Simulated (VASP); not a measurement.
# SnO in VASP: notebook, part 3 of 4

VASP 6.6.1.

## Step 5: Electric field gradients, LDA (equal xy, yz and zx shear strains of +2 %)

Contents of INCAR:

```
SYSTEM = SnO
PREC = Accurate
ENCUT = 520
EDIFF = 1E-8
ISMEAR = -1
SIGMA = 0.02
LREAL = .FALSE.
LASPH = .TRUE.
NELM = 100
ALGO = Normal
ISIF = 2
LWAVE = .FALSE.
LCHARG = .FALSE.
LEFG = .TRUE.
NBANDS = 28
```

Contents of KPOINTS:

```
Automatic mesh
0
G
  6 6 5
  0 0 0
```

Contents of POSCAR:

```
SnO
1.0
    3.8020000000      0.0380200000      0.0380200000
    0.0380200000      3.8020000000      0.0380200000
    0.0483600000      0.0483600000      4.8360000000
Sn O
2 2
Direct
    0.0000000000      0.5000000000      0.2385000000
    0.5000000000      0.0000000000      0.7615000000
    0.0000000000      0.0000000000      0.0000000000
    0.5000000000      0.5000000000      0.0000000000
```

Potentials or basis: VASP PAW LDA potentials, release 64 (Sn_d, O).

Run with:

```sh
$ cat potpaw_LDA.64/Sn_d/POTCAR potpaw_LDA.64/O/POTCAR > POTCAR
$ mpirun -np 1 vasp_std > vasp.out
```

OUTCAR:

```text
SYSTEM = SnO
   PREC = Accurate
   ENCUT = 520
   EDIFF = 1E-8
   ISMEAR = -1
   LREAL = .FALSE.
   LASPH = .TRUE.
   NELM = 100
   ISIF = 2

 ion  position               nearest neighbor table
   1  0.000  0.500  0.239-   3 2.20   4 2.20   3 2.24   4 2.24   2 3.51   2 3.52   2 3.52   2 3.61
                             2 3.66   2 3.67   2 3.67
   2  0.500  0.000  0.761-   4 2.20   3 2.20   3 2.24   4 2.24   1 3.51   1 3.52   1 3.52   1 3.61
                             1 3.66   1 3.67   1 3.67
   3  0.000  0.000  0.000-   2 2.20   1 2.20   1 2.24   2 2.24
   4  0.500  0.500  0.000-   2 2.20   1 2.20   2 2.24   1 2.24

  LATTYP: Found a base centered monoclinic cell.
 ALAT       =     5.4311406981
 B/A-ratio  =     0.9801019455
 C/A-ratio  =     0.8905097188
 COS(beta)  =    -0.0281386778

  Lattice vectors:

 A1 = (  -3.8020000000,  -0.0380200000,  -0.0380200000)
 A2 = (  -0.0380200000,  -3.8020000000,  -0.0380200000)
 A3 = (   0.0483600000,   0.0483600000,   4.8360000000)

Analysis of symmetry for initial positions (statically):
=====================================================================
 Subroutine PRICEL returns:
 Original cell was already a primitive cell.

 Routine SETGRP: Setting up the symmetry group for a
 base centered monoclinic supercell.

 Subroutine GETGRP returns: Found  4 space group operations
 (whereof  2 operations were pure point group operations)
 out of a pool of  4 trial point group operations.

The static configuration has the point symmetry C_2 .
 The point group associated with its full space group is C_2h.

Analysis of symmetry for dynamics (positions and initial velocities):
=====================================================================
 Subroutine PRICEL returns:
 Original cell was already a primitive cell.

 Routine SETGRP: Setting up the symmetry group for a
 base centered monoclinic supercell.

 Subroutine GETGRP returns: Found  4 space group operations
 (whereof  2 operations were pure point group operations)
 out of a pool of  4 trial point group operations.

The dynamic configuration has the point symmetry C_2 .
 The point group associated with its full space group is C_2h.

 Subroutine INISYM returns: Found  4 space group operations
 (whereof  2 operations are pure point group operations),
 and found     1 'primitive' translations

----------------------------------------------------------------------------------------

                                     Primitive cell

  volume of cell :      69.8845

  direct lattice vectors                    reciprocal lattice vectors
     3.802000000  0.038020000  0.038020000     0.263071557 -0.002604669 -0.002604669
     0.038020000  3.802000000  0.038020000    -0.002604669  0.263071557 -0.002604669
     0.048360000  0.048360000  4.836000000    -0.002047757 -0.002047757  0.206823420

  length of vectors
     3.802380181  3.802380181  4.836483576     0.263097344  0.263097344  0.206843694

  position of ions in fractional coordinates (direct lattice)
     1.000000000  0.500000000  0.238500000
     0.500000000  1.000000000  0.761500000
     0.000000000  0.000000000  0.000000000
     0.500000000  0.500000000  0.000000000

  ion indices of the primitive-cell ions
[... 88 lines left out ...]
   NELECT =      40.0000    total number of electrons
   NUPDOWN=      -1.0000    fix difference up-down
   EMIN   =  10.00;   EMAX   =-10.00  energy-range for DOS
   EFERMI =   0.00;   METHOD = LEGACY
   ISMEAR =    -1;   SIGMA  =   0.02  broadening in eV -4-tet -1-fermi 0-gaus
   EFERMI_NEDOS =   21; number of points for ismear=-14 and -15
   IALGO  =     38    algorithm
   IMIX   =      4    mixing-type and parameters
     AMIX     =   0.40;   BMIX     =  1.00
     AMIX_MAG =   1.60;   BMIX_MAG =  1.00
  volume/ion in A,a.u.               =      17.47       117.90
  Fermi-wavevector in a.u.,A,eV,Ry     =   1.359256  2.568621 25.137795  1.847576
  Thomas-Fermi vector in A             =   2.486019
   LORBIT       =      0    0 simple, 1 ext, 2 COOP (PROOUT), +10 PAW based schemes
   GGA     = CA    functional components
   LHFCALC =     F    Hartree Fock is set to
   AEXX    =    0.0000 exact exchange contribution
   IVDW    =     0    specifies the selected vdW correction
   LEPSILON=     F    determine dielectric tensor
   LRPA    =     F    only Hartree local field effects (RPA)
 non-spin polarized calculation
  energy-cutoff  :      520.00
  volume of cell :       69.88
 maximum number of plane-waves:      1900
   NGX = 15   NGY = 15   NGZ = 17

 number of electron      39.9999997 magnetization

 Free energy of the ion-electron system (eV)
  ---------------------------------------------------
  ext. energy  EPLUGINS =         0.00000000
  ---------------------------------------------------
  free energy    TOTEN  =       -25.69327775 eV

  energy without entropy =      -25.69303501  energy(sigma->0) =      -25.69315638

 E-fermi :   6.8898     XC(G=0): -10.6794

 val. band max:        6.8518727203   @ k =   0.0000   0.0000   0.0000
 cond. band min:       6.9273964483   @ k =   0.5000   0.5000  -0.0000
 fundamental gap:      0.0755237280
 Fermi energy:         6.8897801865

 k-point     1 :       0.0000    0.0000    0.0000
  band No.  band energies     occupation
      1     -14.9945      2.00000
      2     -14.5792      2.00000
      3     -14.5667      2.00000
      4     -14.5642      2.00000
      5     -14.5153      2.00000
      6     -14.5138      2.00000
[... 733 lines left out ...]
     27      15.1398      0.00000
     28      16.6357      0.00000

 [... further k-points ...]
[... 5 lines left out ...]
  --------------------------------------------------------------------------------------
  -------------------------------------------------------------------------------------
  Total       -1.0708003     -1.0708003     -1.0066155     -0.7187622     -0.4448398     -0.4448397
  in kB      -24.5492355    -24.5492355    -23.0777327    -16.4783878    -10.1984257    -10.1984245
  external PRESSURE =     -24.0587346 kB  Pullay stress =       0.0000000 kB

 VOLUME and BASIS-vectors are now :
 -----------------------------------------------------------------------------
  energy-cutoff  :      520.00
  volume of cell :       69.88
      direct lattice vectors                 reciprocal lattice vectors
     3.802000000  0.038020000  0.038020000     0.263071557 -0.002604669 -0.002604669
     0.038020000  3.802000000  0.038020000    -0.002604669  0.263071557 -0.002604669
     0.048360000  0.048360000  4.836000000    -0.002047757 -0.002047757  0.206823420

 POSITION                                       TOTAL-FORCE (eV/Angst)
 -----------------------------------------------------------------------------------
      0.03054      1.91253      1.17240        -0.110428     -0.110428     -0.136702
      1.93783      0.05584      3.70162         0.110428      0.110428      0.136702
      0.00000      0.00000      0.00000        -0.063641      0.063641     -0.000000
      1.92001      1.92001      0.03802         0.063641     -0.063641     -0.000000
 -----------------------------------------------------------------------------------
    total drift:                                0.000000      0.000000      0.000000

  FREE ENERGIE OF THE ION-ELECTRON SYSTEM (eV)
  ---------------------------------------------------
  free  energy   TOTEN  =       -25.6932777536 eV

  energy  without entropy=      -25.6930350083  energy(sigma->0) =      -25.69315638

 Electric field gradients (V/A^2)
---------------------------------------------------------------------
 ion       V_xx      V_yy      V_zz      V_xy      V_xz      V_yz
---------------------------------------------------------------------
   1      82.124    82.124  -164.247    -2.342    19.207    19.207
   2      82.124    82.124  -164.247    -2.342    19.207    19.207
   3      -0.957    -0.957     1.913     6.335    -0.426    -0.426
   4      -0.957    -0.957     1.913     6.335    -0.426    -0.426
---------------------------------------------------------------------

 Electric field gradients after diagonalization (V/A^2)
 (convention: |V_zz| > |V_xx| > |V_yy|)
----------------------------------------------------------------------
 ion       V_xx      V_yy      V_zz     asymmetry (V_yy - V_xx)/ V_zz
----------------------------------------------------------------------
   1      84.466    82.768  -167.234       0.010
   2      84.466    82.768  -167.234       0.010
   3       5.481     1.811    -7.292       0.503
   4       5.481     1.811    -7.292       0.503
----------------------------------------------------------------------

           NMR quadrupolar parameters

 Cq : quadrupolar parameter    Cq=e*Q*V_zz/h
 eta: asymmetry parameters     (V_yy - V_xx)/ V_zz
 Q  : nuclear electric quadrupole moment in mb (millibarn)
----------------------------------------------------------------------
 ion       Cq(MHz)       eta       Q (mb)
----------------------------------------------------------------------
   1      -0.404       0.010       1.000
   2      -0.404       0.010       1.000
   3      -0.018       0.503       1.000
   4      -0.018       0.503       1.000
----------------------------------------------------------------------
```

Run time: 67 s. Hardware: 1 thread of Intel Xeon Platinum 8488C (Sapphire Rapids), shared host; peak memory 0.2 GiB.

Results:

| Property | Result |
| --- | --- |
| Free energy | -25.6933 eV |
| Pressure | -2.4 GPa |
| Largest force | 0.208 eV/Å |
| Band gap on the k mesh | 0.08 eV (least direct gap 1.91 eV) |
| Largest electric field gradient by atom | Sn -167.2; O -7.3 V/Å² |

Forces on the atoms (eV/Å):
```
Sn  -0.110 -0.110 -0.137
Sn   0.110  0.110  0.137
O   -0.064  0.064  0.000
O    0.064 -0.064  0.000
```

Stress tensor (GPa, compression positive):
```
-2.45 -1.65 -1.02
-1.65 -2.45 -1.02
-1.02 -1.02 -2.31
```

Electric field gradients, principal values (V/Å²):
| atom | least | middle | greatest (by size) |
| --- | --- | --- | --- |
| 1 Sn | 82.768 | 84.466 | -167.234 |
| 2 Sn | 82.768 | 84.466 | -167.234 |
| 3 O | 1.811 | 5.481 | -7.292 |
| 4 O | 1.811 | 5.481 | -7.292 |

Caveat: the cell differs from its parent crystal (equal xy, yz and zx shear strains of +2 %); without QUAD_EFG the Cq values of the log hold for a quadrupole moment of 1 mb, not for the nuclei; spin-orbit coupling is left out, which moves the levels of the heavy elements; an odd mesh through Γ misses points on the zone boundary, where band edges can lie.

(Continued in part 4 of 4.)
